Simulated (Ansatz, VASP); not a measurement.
## MoS2 in VASP and in Ansatz

File INCAR:

```
PREC = Accurate
ENCUT = 520
EDIFF = 1E-6
ISMEAR = -1
SIGMA = 0.05
LREAL = False
LASPH = True
NELM = 80
ALGO = Normal
ISIF = 2
LWAVE = False
LCHARG = False
GGA = CA
NBANDS = 20
```

KPOINTS

```
regular mesh
0
Gamma
  15 15 15
```

POSCAR

```
MoS2
1.0
    1.5601261102      0.9007392297      6.0405721524
   -1.5601261102      0.9007392297      6.0405721524
    0.0000000000     -1.8014784593      6.0405721524
Mo S
1 2
Direct
    0.0000000000      0.0000000000      0.0000000000
    0.7484000000      0.7484000000      0.7484000000
    0.5849000000      0.5849000000      0.5849000000
```

Input for Ansatz:

```yaml
crystal:
  lattice:
    - [1.5601261102, 0.9007392297, 6.0405721524]
    - [-1.5601261102, 0.9007392297, 6.0405721524]
    - [0.0, -1.8014784593, 6.0405721524]
  atoms:
    - { symbol: Mo, position: [0.0, 0.0, 0.0] }
    - { symbol: S, position: [0.7484, 0.7484, 0.7484] }
    - { symbol: S, position: [0.5849, 0.5849, 0.5849] }
kpoints:
  mp_grid: { grid: [15, 15, 15] }
  band_path:
    path:
      - [0.0, 0.0, 0.0]
      - [0.5, 0.5, 0.5]
      - [0.8185098338, 0.1814901662, 0.5]
      - [0.5, -0.1814901662, 0.1814901662]
      - [0.5, 0.0, 0.0]
      - [0.0, 0.0, 0.0]
      - [0.3407450831, -0.3407450831, 0.0]
      - [0.6592549169, 0.0, 0.3407450831]
      - [0.5, 0.0, 0.5]
    npoints: 5
scf:
  occupations: { method: fermi_dirac, width: 0.05 }
hamiltonian:
  xc: lda
  pseudopotentials: { kind: all_electron, lapw: { basis_error: 0.001 } }
output:
  forces: true
  stress: true
  eigenvalues: true
```

Change from the starting cell: volume scaled by 0.96.

Alike in both runs: task single point; functional LDA; k mesh 15 × 15 × 15; occupations fermi-dirac, width 0.05 eV; no spin polarisation.

|  | VASP | Ansatz |
| --- | --- | --- |
| version | VASP 6.6.1 | Ansatz 0.2.0 |
| potentials or method | VASP PAW LDA potentials, release 64 (Mo_sv, S), cutoff 520 eV | all-electron LAPW, scalar-relativistic |

```tsv
	VASP	Ansatz	Ansatz less VASP
pressure (GPa)	8.8	8.8	-0.03
traceless stress, the component that is largest in VASP (GPa)	5.41	5.47	+0.055
rms of the force components (eV/Å)	0.770	0.767	-0.0024
```

LDA's correlation is that of Perdew and Zunger in VASP and of Perdew and Wang (1992) in Ansatz. Atom by atom the forces differ by 0.002 eV/Å (rms over components). Ansatz ran all-electron here, and VASP with PAW potentials.
